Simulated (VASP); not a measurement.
# Ta2Si (I4/mcm) in VASP: notebook

Ta2Si is run at these levels: PBEsol; tasks: single point.

All numbers are computed with VASP 6.6.1; they aren't measurements. Logs are shortened: lines on timing, memory, paths and dates and some standing lists are left out, and cuts for length are marked.

## (1) The cell of the first run

The structure is tetragonal, space group I4/mcm (No. 140). The conventional cell has a = 6.176 Å, b = 6.176 Å, c = 5.047 Å, α = 90.00°, β = 90.00°, γ = 90.00°. Within 3.5 Å of Ta (site symmetry m2m) lie 4 Si at 2.63 Å and 11 Ta at 2.86 to 3.27 Å. Within 3.3 Å of Si (site symmetry 422) lie 2 Si at 2.52 Å and 8 Ta at 2.63 Å.

## (2) Single point, PBEsol

INCAR reads:

```
ALGO = Fast
EDIFF = 1E-6
ENCUT = 520
GGA = PS
ISIF = 2
ISMEAR = 1
LASPH = True
LCHARG = True
LELF = True
LREAL = False
LVHAR = True
LWAVE = False
NBANDS = 35
NELM = 100
PREC = Accurate
SIGMA = 0.05
```

KPOINTS reads:

```
k-points
0
Gamma
  10 10 10
```

POSCAR reads:

```
Ta2Si
1.0
   -3.0877629443      3.0877629443      2.5236412193
    3.0877629443     -3.0877629443      2.5236412193
    3.0877629443      3.0877629443     -2.5236412193
Ta Si
4 2
Direct
    0.6635932100      0.8364067900      0.5000000000
    0.8364067900      0.3364067900      0.1728135800
    0.3364067900      0.1635932100      0.5000000000
    0.1635932100      0.6635932100      0.8271864200
    0.2500000000      0.2500000000      0.0000000000
    0.7500000000      0.7500000000      0.0000000000
```

Potentials or basis: VASP PAW PBE potentials, release 64 (Ta_pv, Si).

Launch:

```
$ cat potpaw_PBE.64/Ta_pv/POTCAR potpaw_PBE.64/Si/POTCAR > POTCAR
$ mpirun -np 1 vasp_std > vasp.out
```

OUTCAR:

```text
EDIFF = 1E-6
   ENCUT = 520
   GGA = PS
   ISIF = 2
   ISMEAR = 1
   LASPH = True
   LREAL = False
   NELM = 100
   PREC = Accurate

 ion  position               nearest neighbor table
   1  0.664  0.836  0.500-   5 2.63   5 2.63   6 2.63   6 2.63   3 2.86   3 2.94   3 2.94   2 3.23
                             4 3.23   4 3.23   2 3.23   4 3.27   2 3.27   4 3.27   2 3.27
   2  0.836  0.336  0.173-   6 2.63   5 2.63   5 2.63   6 2.63   4 2.86   4 2.94   4 2.94   1 3.23
                             3 3.23   3 3.23   1 3.23   1 3.27   3 3.27   3 3.27   1 3.27
   3  0.336  0.164  0.500-   6 2.63   6 2.63   5 2.63   5 2.63   1 2.86   1 2.94   1 2.94   2 3.23
                             4 3.23   4 3.23   2 3.23   4 3.27   2 3.27   2 3.27   4 3.27
   4  0.164  0.664  0.827-   6 2.63   5 2.63   5 2.63   6 2.63   2 2.86   2 2.94   2 2.94   3 3.23
                             1 3.23   1 3.23   3 3.23   3 3.27   1 3.27   1 3.27   3 3.27
   5  0.250  0.250  0.000-   6 2.52   6 2.52   1 2.63   1 2.63   3 2.63   4 2.63   3 2.63   2 2.63
                             4 2.63   2 2.63
   6  0.750  0.750  0.000-   5 2.52   5 2.52   3 2.63   3 2.63   1 2.63   1 2.63   4 2.63   2 2.63
                             4 2.63   2 2.63

  LATTYP: Found a body centered tetragonal cell.
 ALAT       =     6.1755258886
 C/A-ratio  =     0.8173040693

  Lattice vectors:

 A1 = (  -3.0877629443,   3.0877629443,   2.5236412193)
 A2 = (   3.0877629443,  -3.0877629443,   2.5236412193)
 A3 = (   3.0877629443,   3.0877629443,  -2.5236412193)

Analysis of symmetry for initial positions (statically):
=====================================================================
 Subroutine PRICEL returns:
 Original cell was already a primitive cell.

 Routine SETGRP: Setting up the symmetry group for a
 body centered tetragonal supercell.

 Subroutine GETGRP returns: Found 16 space group operations
 (whereof  8 operations were pure point group operations)
 out of a pool of 16 trial point group operations.

The static configuration has the point symmetry C_4h.
 The point group associated with its full space group is D_4h.

Analysis of symmetry for dynamics (positions and initial velocities):
=====================================================================
 Subroutine PRICEL returns:
 Original cell was already a primitive cell.

 Routine SETGRP: Setting up the symmetry group for a
 body centered tetragonal supercell.

 Subroutine GETGRP returns: Found 16 space group operations
 (whereof  8 operations were pure point group operations)
 out of a pool of 16 trial point group operations.

The dynamic configuration has the point symmetry C_4h.
 The point group associated with its full space group is D_4h.

 Subroutine INISYM returns: Found 16 space group operations
 (whereof  8 operations are pure point group operations),
 and found     1 'primitive' translations

----------------------------------------------------------------------------------------

                                     Primitive cell

  volume of cell :      96.2444

  direct lattice vectors                    reciprocal lattice vectors
    -3.087762944  3.087762944  2.523641219     0.000000000  0.161929529  0.198126420
     3.087762944 -3.087762944  2.523641219     0.161929529  0.000000000  0.198126420
     3.087762944  3.087762944 -2.523641219     0.161929529  0.161929529  0.000000000

  length of vectors
     5.043542902  5.043542902  5.043542902     0.255881322  0.255881322  0.229002936

  position of ions in fractional coordinates (direct lattice)
     0.663593210  0.836406790  0.500000000
     0.836406790  0.336406790  0.172813580
     0.336406790  0.163593210  0.500000000
     0.163593210  0.663593210  0.827186420
     0.250000000  0.250000000  0.000000000
     0.750000000  0.750000000  0.000000000

  ion indices of the primitive-cell ions
   primitive index   ion index
                 1           1
                 2           2
                 3           3
                 4           4
                 5           5
                 6           6

----------------------------------------------------------------------------------------

 KPOINTS: k-points

Automatic generation of k-mesh.
 Grid dimensions read from file:
 generate k-points for:   10   10   10

 Generating k-lattice:

  Cartesian coordinates                     Fractional coordinates (reciprocal lattice)
     0.000000000  0.016192953  0.019812642     0.100000000  0.000000000 -0.000000000
     0.016192953  0.000000000  0.019812642     0.000000000  0.100000000 -0.000000000
     0.016192953  0.016192953  0.000000000     0.000000000  0.000000000  0.100000000

  Length of vectors
     0.025588132  0.025588132  0.022900294

  Shift w.r.t. Gamma in fractional coordinates (k-lattice)
     0.000000000  0.000000000  0.000000000

 Subroutine IBZKPT returns following result:
 ===========================================

 Found    102 irreducible k-points:

 Following reciprocal coordinates:
            Coordinates               Weight
  0.000000  0.000000  0.000000      1.000000
  0.100000  0.000000 -0.000000      8.000000
  0.200000  0.000000 -0.000000      8.000000
  0.300000  0.000000 -0.000000      8.000000
  0.400000  0.000000 -0.000000      8.000000
  0.500000  0.000000 -0.000000      4.000000
[... 16 lines left out ...]
  0.300000  0.300000 -0.000000      8.000000
  0.400000  0.300000 -0.000000     16.000000
 [... further k-points ...]
   k-points           NKPTS =    102   k-points in BZ     NKDIM =    102   number of bands    NBANDS=     35
   number of dos      NEDOS =    301   number of ions     NIONS =      6
   total plane-waves  NPLWV =  64000
   dimension x,y,z NGX =    40 NGY =   40 NGZ =   40
   dimension x,y,z NGXF=    80 NGYF=   80 NGZF=   80
   ions per type =               4   2
   NGX,Y,Z   is equivalent  to a cutoff of  13.18, 13.18, 13.18 a.u.
   NGXF,Y,Z  is equivalent  to a cutoff of  26.37, 26.37, 26.37 a.u.
 SYSTEM =  unknown system
   PREC   = accura    normal or accurate (medium, high low for compatibility)
   ISTART =      0    job   : 0-new  1-cont  2-samecut
   ICHARG =      2    charge: 1-file 2-atom 10-const
   ISPIN  =      1    spin polarized calculation?
   LNONCOLLINEAR =      F non collinear calculations
   LSORBIT =      F    spin-orbit coupling
   LASPH  =      T    aspherical Exc in radial PAW
   ENCUT  =  520.0 eV  38.22 Ry    6.18 a.u.   9.38  9.38  9.38*2*pi/ulx,y,z
   NELM   =    100;   NELMIN=  2; NELMDL= -5     # of ELM steps
   EDIFF  = 0.1E-05   stopping-criterion for ELM
   LREAL  =      F    real-space projection
   EDIFFG = 0.1E-04   stopping-criterion for IOM
   NSW    =      0    number of steps for IOM
   IBRION =     -1    ionic relax: 0-MD 1-quasi-New 2-CG
   NFREE  =      0    steps in history (QN), initial steepest desc. (CG)
   ISIF   =      2    stress and relaxation
   ISYM   =      2    0-nonsym 1-usesym 2-fastsym
   POTIM  = 0.5000    time-step for ionic-motion
   TEBEG  =    0.0;   TEEND  =   0.0 temperature during run
   PSTRESS=    0.0 pullay stress
   NELECT =      52.0000    total number of electrons
   NUPDOWN=      -1.0000    fix difference up-down
   EMIN   =  10.00;   EMAX   =-10.00  energy-range for DOS
   EFERMI =   0.00;   METHOD = LEGACY
   ISMEAR =     1;   SIGMA  =   0.05  broadening in eV -4-tet -1-fermi 0-gaus
   EFERMI_NEDOS =   21; number of points for ismear=-14 and -15
   IALGO  =     68    algorithm
   IMIX   =      4    mixing-type and parameters
     AMIX     =   0.40;   BMIX     =  1.00
     AMIX_MAG =   1.60;   BMIX_MAG =  1.00
  volume/ion in A,a.u.               =      16.04       108.25
  Fermi-wavevector in a.u.,A,eV,Ry     =   1.333370  2.519705 24.189476  1.777876
  Thomas-Fermi vector in A             =   2.462234
   LORBIT       =      0    0 simple, 1 ext, 2 COOP (PROOUT), +10 PAW based schemes
   GGA     = PS    functional components
   LHFCALC =     F    Hartree Fock is set to
   AEXX    =    0.0000 exact exchange contribution
   IVDW    =     0    specifies the selected vdW correction
   LEPSILON=     F    determine dielectric tensor
   LRPA    =     F    only Hartree local field effects (RPA)
 non-spin polarized calculation
 RMM-DIIS sequential band-by-band and
 Methfessel and Paxton  Order N= 1 SIGMA  =   0.05
  energy-cutoff  :      520.00
  volume of cell :       96.24
 maximum number of plane-waves:      2618
 NGX is ok and might be reduce to    40
   NGX = 19   NGY = 19   NGZ = 19

 number of electron      52.0000001 magnetization

 Free energy of the ion-electron system (eV)
  ---------------------------------------------------
  ext. energy  EPLUGINS =         0.00000000
  ---------------------------------------------------
  free energy    TOTEN  =       -65.29742250 eV

  energy without entropy =      -65.29701556  energy(sigma->0) =      -65.29728686

 E-fermi :   7.4229     XC(G=0): -12.5292

 val. band max:        7.4228300483   @ k =   0.5000   0.5000  -0.0000
 cond. band min:       7.4269591091   @ k =  -0.2000   0.3000   0.1000
 fundamental gap:      0.0041290607
 Fermi energy:         7.4228730628

 k-point     1 :       0.0000    0.0000    0.0000
  band No.  band energies     occupation
      1     -27.0936      2.00000
      2     -27.0936      2.00000
      3     -27.0777      2.00000
      4     -27.0342      2.00000
      5     -27.0342      2.00000
      6     -26.9974      2.00000
[... 27 lines left out ...]
     34      11.7836      0.00000
     35      12.9386      0.00000

 k-point     2 :       0.1000    0.0000   -0.0000
  band No.  band energies     occupation
      1     -27.1174      2.00000
      2     -27.1165      2.00000
      3     -27.0824      2.00000
      4     -27.0112      2.00000
      5     -27.0069      2.00000
      6     -26.9981      2.00000
[... 27 lines left out ...]
     34      11.5383      0.00000
     35      12.7103      0.00000

 k-point     3 :       0.2000    0.0000   -0.0000
  band No.  band energies     occupation
      1     -27.1503      2.00000
      2     -27.1470      2.00000
      3     -27.0974      2.00000
      4     -27.0027      2.00000
      5     -26.9767      2.00000
      6     -26.9639      2.00000
[... 27 lines left out ...]
     34      11.6423      0.00000
     35      12.2138      0.00000

 k-point     4 :       0.3000    0.0000   -0.0000
  band No.  band energies     occupation
      1     -27.1775      2.00000
      2     -27.1728      2.00000
      3     -27.0908      2.00000
      4     -27.0030      2.00000
      5     -26.9784      2.00000
      6     -26.9187      2.00000
[... 27 lines left out ...]
     34      11.4967      0.00000
     35      11.9624      0.00000

 k-point     5 :       0.4000    0.0000   -0.0000
  band No.  band energies     occupation
      1     -27.1939      2.00000
      2     -27.1910      2.00000
      3     -27.0558      2.00000
      4     -26.9941      2.00000
      5     -26.9936      2.00000
      6     -26.9001      2.00000
[... 638 lines left out ...]
 k-point    22 :      -0.2000    0.2000    0.0000
  band No.  band energies     occupation
      1     -27.1283      2.00000
      2     -27.0918      2.00000
      3     -27.0682      2.00000
      4     -27.0433      2.00000
      5     -27.0350      2.00000
      6     -26.9757      2.00000
[... 27 lines left out ...]
     34      11.9458      0.00000
     35      12.3144      0.00000

 k-point    23 :       0.3000    0.3000   -0.0000
  band No.  band energies     occupation
      1     -27.2000      2.00000
      2     -27.1236      2.00000
      3     -27.0838      2.00000
      4     -27.0214      2.00000
      5     -27.0027      2.00000
      6     -26.9244      2.00000
[... 27 lines left out ...]
     34      10.9688      0.00000
     35      11.9715      0.00000

 k-point    24 :       0.4000    0.3000   -0.0000
  band No.  band energies     occupation
      1     -27.1824      2.00000
      2     -27.1183      2.00000
      3     -27.0971      2.00000
      4     -27.0226      2.00000
      5     -26.9871      2.00000
      6     -26.9290      2.00000
[... 27 lines left out ...]
     34      11.1609      0.00000
     35      11.8738      0.00000

 [... further k-points ...]

------------------------ aborting loop because EDIFF is reached ----------------------------------------

  FORCE on cell =-STRESS in cart. coord.  units (eV):
  Direction    XX          YY          ZZ          XY          YZ          ZX
  --------------------------------------------------------------------------------------
  -------------------------------------------------------------------------------------
  Total       -1.9405475     -1.9405475     -1.3167791      0.0000000      0.0000000      0.0000000
  in kB      -32.3042269    -32.3042269    -21.9203764      0.0000000      0.0000000      0.0000000
  external PRESSURE =     -28.8429434 kB  Pullay stress =       0.0000000 kB

 VOLUME and BASIS-vectors are now :
 -----------------------------------------------------------------------------
  energy-cutoff  :      520.00
  volume of cell :       96.24
      direct lattice vectors                 reciprocal lattice vectors
    -3.087762944  3.087762944  2.523641219     0.000000000  0.161929529  0.198126420
     3.087762944 -3.087762944  2.523641219     0.161929529  0.000000000  0.198126420
     3.087762944  3.087762944 -2.523641219     0.161929529  0.161929529  0.000000000

 POSITION                                       TOTAL-FORCE (eV/Angst)
 -----------------------------------------------------------------------------------
      2.07749      1.01027      2.52364         0.041814     -0.041814      0.000000
     -1.01027      2.07749      2.52364         0.041814      0.041814      0.000000
      1.01027      2.07749      0.00000        -0.041814      0.041814      0.000000
      4.09804      1.01027      0.00000        -0.041814     -0.041814     -0.000000
      0.00000      0.00000      1.26182         0.000000      0.000000      0.000000
      0.00000      0.00000      3.78546         0.000000      0.000000      0.000000
 -----------------------------------------------------------------------------------
    total drift:                               -0.000000     -0.000000     -0.000000

  FREE ENERGIE OF THE ION-ELECTRON SYSTEM (eV)
  ---------------------------------------------------
  free  energy   TOTEN  =       -65.2974225029 eV

  energy  without entropy=      -65.2970155629  energy(sigma->0) =      -65.29728686
```

It took 6.1 min on 1 thread of Intel Xeon Platinum 8259CL at 2.50GHz (Skylake/Cascade Lake), shared host; peak memory 0.42 GiB.

What came out:

```
Free energy            : -65.2974 eV
Pressure               : -2.9 GPa
Largest force          : 0.059 eV/Å
Band gap on the k mesh : zero (bands 26 and 27 overlap by 0.78 eV)
```

Forces on the atoms (eV/Å):
```
Ta   0.042 -0.042  0.000
Ta   0.042  0.042  0.000
Ta  -0.042  0.042  0.000
Ta  -0.042 -0.042  0.000
Si   0.000  0.000  0.000
Si   0.000  0.000  0.000
```

Caveat: the PAW data sets were made with another functional, which shifts forces and pressure a little; spin-orbit coupling is left out, which moves the levels of the heavy elements.

## (3) Single point, PBEsol

INCAR reads:

```
ALGO = Fast ; EDIFF = 1E-7
ENCUT = 520 ; GGA = PS
ISIF = 2 ; ISMEAR = 1
LASPH = T ; LCHARG = T
LELF = T ; LREAL = F
LVHAR = T ; LWAVE = F
NBANDS = 35 ; NELM = 80
PREC = Accurate ; SIGMA = 0.1
```

KPOINTS is that of step 2.

POSCAR is that of step 2.

Potentials or basis: VASP PAW PBE potentials, release 64 (Ta_pv, Si).

Launch:

```
$ cat potpaw_PBE.64/Ta_pv/POTCAR potpaw_PBE.64/Si/POTCAR > POTCAR
$ mpirun -np 1 vasp_std > vasp.out
```

Wall time 7.2 min (1 thread of Intel Xeon Platinum 8259CL at 2.50GHz (Skylake/Cascade Lake), shared host); peak memory 0.42 GiB.

It converged, with:

```
Free energy            : -65.2974 eV
Pressure               : -2.9 GPa
Largest force          : 0.061 eV/Å
Band gap on the k mesh : zero (bands 26 and 27 overlap by 0.78 eV)
```

Forces on the atoms (eV/Å):
```
Ta   0.043 -0.043  0.000
Ta   0.043  0.043  0.000
Ta  -0.043  0.043  0.000
Ta  -0.043 -0.043  0.000
Si   0.000  0.000  0.000
Si   0.000  0.000  0.000
```

Stress tensor (GPa, compression positive):
```
-3.20  0.00  0.00
 0.00 -3.20  0.00
 0.00  0.00 -2.23
```

Levels at points of the mesh, in eV from the Fermi level:
```
           k point  band 24  band 25  band 26  band 27  band 28  band 29
(0.00, 0.00, 0.00)    -2.02     0.16     0.23     0.93     1.30     1.30
(0.50, 0.00, 0.00)    -1.96    -1.06    -1.06     0.69     0.69     1.87
(0.50, 0.50, 0.00)    -1.47    -0.19     0.01     0.08     0.62     1.33
(0.50, 0.50, 0.50)    -1.02    -1.02    -1.01    -0.25     0.22     0.72
```

Caveat: the PAW data sets were made with another functional, which shifts forces and pressure a little; spin-orbit coupling is left out, which moves the levels of the heavy elements.

The gap in the log of VASP goes by the Fermi energy; the results here count the filled bands.